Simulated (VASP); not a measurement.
# CdF2 in VASP: further runs

CdF2 is run at these levels: r2SCAN; tasks: single point.

Program: VASP 6.6.1. These are calculated values, not measurements. Logs are shortened: lines on timing, memory, paths and dates and some standing lists are left out, and cuts for length are marked.

**1. The cell of the first run**

The structure is tetragonal, space group I4/mmm (No. 139). Conventional cell: a = 3.810 Å, b = 3.810 Å, c = 5.547 Å, α = 90.00°, β = 90.00°, γ = 90.00°. Cd (site symmetry 4/mmm) has 8 F at 2.36 Å within 3.1 Å. Within 3.1 Å of F (site symmetry -4m2) lie 4 Cd at 2.36 Å and 6 F at 2.69 to 2.77 Å.

**2. Single point, r2SCAN (uniaxial x strain +3.0%)**

The input, POSCAR:

```
CdF2
1.0
    0.0000000000      2.6941776810      2.6941776810
    2.7736559226      0.0000000000      2.6941776810
    2.7736559226      2.6941776810      0.0000000000
Cd F
1 2
Direct
    0.0000000000      0.0000000000      0.0000000000
    0.2500000000      0.2500000000      0.2500000000
    0.7500000000      0.7500000000      0.7500000000
```

The input, INCAR.step1:

```
  ALGO = Normal
  EDIFF = 1E-4
  ENCUT = 520
  GGA = PE
  ISMEAR = 0
  LASPH = T
  LCHARG = F
  LREAL = F
  LWAVE = T
  NBANDS = 20
  NELM = 100
  PREC = Accurate
  SIGMA = 0.01
```

The input, INCAR.step2:

```
  ALGO = Normal
  EDIFF = 1E-6
  ENCUT = 520
  ISIF = 2
  ISMEAR = 0
  ISTART = 1
  LASPH = T
  LCHARG = F
  LMIXTAU = T
  LREAL = F
  LWAVE = F
  METAGGA = R2SCAN
  NBANDS = 20
  NELM = 100
  PREC = Accurate
  SIGMA = 0.01
```

The input, KPOINTS:

```
k-points
0
Gamma
  8 8 8
```

Potentials or basis: VASP PAW PBE potentials, release 64 (Cd, F).

Launch:

```
$ cat potpaw_PBE.64/Cd/POTCAR potpaw_PBE.64/F/POTCAR > POTCAR
$ cp INCAR.step1 INCAR
$ mpirun -np 1 vasp_std > vasp.out
$ cp INCAR.step2 INCAR
$ mpirun -np 1 vasp_std > vasp.out
```

OUTCAR:

```text
EDIFF = 1E-6
   ENCUT = 520
   ISIF = 2
   ISMEAR = 0
   ISTART = 1
   LASPH = T
   LREAL = F
   METAGGA = R2SCAN
   NELM = 100
   PREC = Accurate

 ion  position               nearest neighbor table
   1  0.000  0.000  0.000-   3 2.36   3 2.36   3 2.36   2 2.36   3 2.36   2 2.36   2 2.36   2 2.36

   2  0.250  0.250  0.250-   1 2.36   1 2.36   1 2.36   1 2.36
   3  0.750  0.750  0.750-   1 2.36   1 2.36   1 2.36   1 2.36

  LATTYP: Found a body centered tetragonal cell.
 ALAT       =     3.8101426159
 C/A-ratio  =     1.4559328625

  Lattice vectors:

 A1 = (   2.7736559226,   0.0000000000,   2.6941776810)
 A2 = (   2.7736559226,   0.0000000000,  -2.6941776810)
 A3 = (  -2.7736559226,   2.6941776810,   0.0000000000)

Analysis of symmetry for initial positions (statically):
=====================================================================
 Subroutine PRICEL returns:
 Original cell was already a primitive cell.

 Routine SETGRP: Setting up the symmetry group for a
 body centered tetragonal supercell.

 Subroutine GETGRP returns: Found 16 space group operations
 (whereof 16 operations were pure point group operations)
 out of a pool of 16 trial point group operations.

The static configuration has the point symmetry D_4h.

Analysis of symmetry for dynamics (positions and initial velocities):
=====================================================================
 Subroutine PRICEL returns:
 Original cell was already a primitive cell.

 Routine SETGRP: Setting up the symmetry group for a
 body centered tetragonal supercell.

 Subroutine GETGRP returns: Found 16 space group operations
 (whereof 16 operations were pure point group operations)
 out of a pool of 16 trial point group operations.

The dynamic configuration has the point symmetry D_4h.

 Subroutine INISYM returns: Found 16 space group operations
 (whereof 16 operations are pure point group operations),
 and found     1 'primitive' translations

----------------------------------------------------------------------------------------

                                     Primitive cell

  volume of cell :      40.2657

  direct lattice vectors                    reciprocal lattice vectors
     0.000000000  2.694177681  2.694177681    -0.180267493  0.185585384  0.185585384
     2.773655923  0.000000000  2.694177681     0.180267493 -0.185585384  0.185585384
     2.773655923  2.694177681  0.000000000     0.180267493  0.185585384 -0.185585384

  length of vectors
     3.810142616  3.866750645  3.866750645     0.318402636  0.318402636  0.318402636

  position of ions in fractional coordinates (direct lattice)
     0.000000000  0.000000000  0.000000000
     0.250000000  0.250000000  0.250000000
     0.750000000  0.750000000  0.750000000

  ion indices of the primitive-cell ions
   primitive index   ion index
                 1           1
                 2           2
                 3           3

----------------------------------------------------------------------------------------

 KPOINTS: k-points

Automatic generation of k-mesh.
 Grid dimensions read from file:
 generate k-points for:    8    8    8

 Generating k-lattice:

  Cartesian coordinates                     Fractional coordinates (reciprocal lattice)
    -0.022533437  0.023198173  0.023198173     0.125000000  0.000000000  0.000000000
     0.022533437 -0.023198173  0.023198173     0.000000000  0.125000000  0.000000000
     0.022533437  0.023198173 -0.023198173     0.000000000  0.000000000  0.125000000

  Length of vectors
     0.039800330  0.039800330  0.039800330

  Shift w.r.t. Gamma in fractional coordinates (k-lattice)
     0.000000000  0.000000000  0.000000000

 Subroutine IBZKPT returns following result:
 ===========================================

 Found     59 irreducible k-points:

 Following reciprocal coordinates:
            Coordinates               Weight
  0.000000  0.000000  0.000000      1.000000
  0.125000  0.000000  0.000000      8.000000
  0.250000  0.000000  0.000000      8.000000
  0.375000  0.000000  0.000000      8.000000
  0.500000  0.000000  0.000000      4.000000
  0.125000  0.125000  0.000000      4.000000
[... 16 lines left out ...]
  0.250000  0.125000  0.125000      4.000000
  0.375000  0.125000  0.125000      8.000000
 [... further k-points ...]
   k-points           NKPTS =     59   k-points in BZ     NKDIM =     59   number of bands    NBANDS=     20
   number of dos      NEDOS =    301   number of ions     NIONS =      3
   total plane-waves  NPLWV =  25200
   dimension x,y,z NGX =    28 NGY =   30 NGZ =   30
   dimension x,y,z NGXF=    56 NGYF=   60 NGZF=   60
   ions per type =               1   2
   NGX,Y,Z   is equivalent  to a cutoff of  12.22, 12.90, 12.90 a.u.
   NGXF,Y,Z  is equivalent  to a cutoff of  24.43, 25.80, 25.80 a.u.
 SYSTEM =  unknown system
   PREC   = accura    normal or accurate (medium, high low for compatibility)
   ISTART =      1    job   : 0-new  1-cont  2-samecut
   ICHARG =      0    charge: 1-file 2-atom 10-const
   ISPIN  =      1    spin polarized calculation?
   LNONCOLLINEAR =      F non collinear calculations
   LSORBIT =      F    spin-orbit coupling
   LASPH  =      T    aspherical Exc in radial PAW
   ENCUT  =  520.0 eV  38.22 Ry    6.18 a.u.   7.08  7.19  7.19*2*pi/ulx,y,z
   NELM   =    100;   NELMIN=  2; NELMDL=  0     # of ELM steps
   EDIFF  = 0.1E-05   stopping-criterion for ELM
   LREAL  =      F    real-space projection
   EDIFFG = 0.1E-04   stopping-criterion for IOM
   NSW    =      0    number of steps for IOM
   IBRION =     -1    ionic relax: 0-MD 1-quasi-New 2-CG
   NFREE  =      0    steps in history (QN), initial steepest desc. (CG)
   ISIF   =      2    stress and relaxation
   ISYM   =      2    0-nonsym 1-usesym 2-fastsym
   POTIM  = 0.5000    time-step for ionic-motion
   TEBEG  =    0.0;   TEEND  =   0.0 temperature during run
   PSTRESS=    0.0 pullay stress
   NELECT =      26.0000    total number of electrons
   NUPDOWN=      -1.0000    fix difference up-down
   EMIN   =  10.00;   EMAX   =-10.00  energy-range for DOS
   EFERMI =   0.00;   METHOD = LEGACY
   ISMEAR =     0;   SIGMA  =   0.01  broadening in eV -4-tet -1-fermi 0-gaus
   EFERMI_NEDOS =   21; number of points for ismear=-14 and -15
   IALGO  =     38    algorithm
   IMIX   =      4    mixing-type and parameters
     AMIX     =   0.40;   BMIX     =  1.00
     AMIX_MAG =   1.60;   BMIX_MAG =  1.00
  volume/ion in A,a.u.               =      13.42        90.58
  Fermi-wavevector in a.u.,A,eV,Ry     =   1.414993  2.673949 27.241652  2.002205
  Thomas-Fermi vector in A             =   2.536478
   LORBIT       =      0    0 simple, 1 ext, 2 COOP (PROOUT), +10 PAW based schemes
   METAGGA = R2SCAN    functional components
   LHFCALC =     F    Hartree Fock is set to
   AEXX    =    0.0000 exact exchange contribution
   IVDW    =     0    specifies the selected vdW correction
   LEPSILON=     F    determine dielectric tensor
   LRPA    =     F    only Hartree local field effects (RPA)
 non-spin polarized calculation
 Gauss-broadening in eV      SIGMA  =   0.01
  energy-cutoff  :      520.00
  volume of cell :       40.27
 maximum number of plane-waves:      1095
   NGX = 15   NGY = 15   NGZ = 15

 number of electron      25.9999995 magnetization

 Free energy of the ion-electron system (eV)
  ---------------------------------------------------
  ext. energy  EPLUGINS =         0.00000000
  ---------------------------------------------------
  free energy    TOTEN  =       -33.70888454 eV

  energy without entropy =      -33.70888454  energy(sigma->0) =      -33.70888454

 E-fermi :  -2.0098     XC(G=0): -10.8792

 val. band max:       -2.0522026298   @ k =   0.5000  -0.2500   0.2500
 cond. band min:       1.5549831923   @ k =   0.0000   0.0000   0.0000
 fundamental gap:      3.6071858221
 Fermi energy:        -2.0097990301

 k-point     1 :       0.0000    0.0000    0.0000
  band No.  band energies     occupation
      1     -23.8585      2.00000
      2     -22.8650      2.00000
      3      -7.6391      2.00000
      4      -7.6202      2.00000
      5      -7.6201      2.00000
      6      -6.5266      2.00000
[... 12 lines left out ...]
     19      18.2193      0.00000
     20      18.9050      0.00000

 k-point     2 :       0.1250    0.0000    0.0000
  band No.  band energies     occupation
      1     -23.8145      2.00000
      2     -22.9044      2.00000
      3      -7.5796      2.00000
      4      -7.5635      2.00000
      5      -7.4706      2.00000
      6      -6.5413      2.00000
[... 12 lines left out ...]
     19      17.8178      0.00000
     20      18.4538      0.00000

 k-point     3 :       0.2500    0.0000    0.0000
  band No.  band energies     occupation
      1     -23.6944      2.00000
      2     -23.0124      2.00000
      3      -7.4572      2.00000
      4      -7.4322      2.00000
      5      -7.0564      2.00000
      6      -6.5511      2.00000
[... 12 lines left out ...]
     19      17.6820      0.00000
     20      17.8261      0.00000

 k-point     4 :       0.3750    0.0000    0.0000
  band No.  band energies     occupation
      1     -23.5279      2.00000
      2     -23.1640      2.00000
      3      -7.3610      2.00000
      4      -7.3233      2.00000
      5      -6.5467      2.00000
      6      -6.5113      2.00000
[... 429 lines left out ...]
 k-point    23 :       0.2500    0.1250    0.1250
  band No.  band energies     occupation
      1     -23.7408      2.00000
      2     -22.9713      2.00000
      3      -7.4902      2.00000
      4      -7.4752      2.00000
      5      -7.2422      2.00000
      6      -6.5940      2.00000
[... 12 lines left out ...]
     19      17.5442      0.00000
     20      18.5557      0.00000

 k-point    24 :       0.3750    0.1250    0.1250
  band No.  band energies     occupation
      1     -23.6047      2.00000
      2     -23.0928      2.00000
      3      -7.3696      2.00000
      4      -7.3242      2.00000
      5      -6.8297      2.00000
      6      -6.6272      2.00000
[... 12 lines left out ...]
     19      16.8939      0.00000
     20      19.2824      0.00000

 [... further k-points ...]

------------------------ aborting loop because EDIFF is reached ----------------------------------------

  FORCE on cell =-STRESS in cart. coord.  units (eV):
  Direction    XX          YY          ZZ          XY          YZ          ZX
  --------------------------------------------------------------------------------------
  -------------------------------------------------------------------------------------
  Total       -1.1091576     -0.2903827     -0.2903827      0.0000000      0.0000000      0.0000000
  in kB      -44.1335430    -11.5543716    -11.5543716      0.0000000      0.0000000      0.0000000
  external PRESSURE =     -22.4140954 kB  Pullay stress =       0.0000000 kB

 VOLUME and BASIS-vectors are now :
 -----------------------------------------------------------------------------
  energy-cutoff  :      520.00
  volume of cell :       40.27
      direct lattice vectors                 reciprocal lattice vectors
     0.000000000  2.694177681  2.694177681    -0.180267493  0.185585384  0.185585384
     2.773655923  0.000000000  2.694177681     0.180267493 -0.185585384  0.185585384
     2.773655923  2.694177681  0.000000000     0.180267493  0.185585384 -0.185585384

 POSITION                                       TOTAL-FORCE (eV/Angst)
 -----------------------------------------------------------------------------------
      0.00000      0.00000      0.00000         0.000000     -0.000000     -0.000000
      1.38683      1.34709      1.34709         0.000000      0.000000      0.000000
      4.16048      4.04127      4.04127        -0.000000     -0.000000     -0.000000
 -----------------------------------------------------------------------------------
    total drift:                                0.000000      0.000000      0.000000

  FREE ENERGIE OF THE ION-ELECTRON SYSTEM (eV)
  ---------------------------------------------------
  free  energy   TOTEN  =       -33.7088845363 eV

  energy  without entropy=      -33.7088845363  energy(sigma->0) =      -33.70888454
```

Run time: 80 s. Hardware: 1 thread of AMD EPYC 9R45 (Zen 5), shared host; peak memory 0.16 GiB.

Results:

```
Free energy            : -33.7089 eV
Pressure               : -2.2 GPa
Band gap on the k mesh : 3.61 eV (least direct gap 4.12 eV)
```

Caveat: the cell differs from its parent crystal (uniaxial x strain +3.0%); the PAW data sets were made with another functional, which shifts forces and pressure a little.

(Part 1 of 2 ends here.)
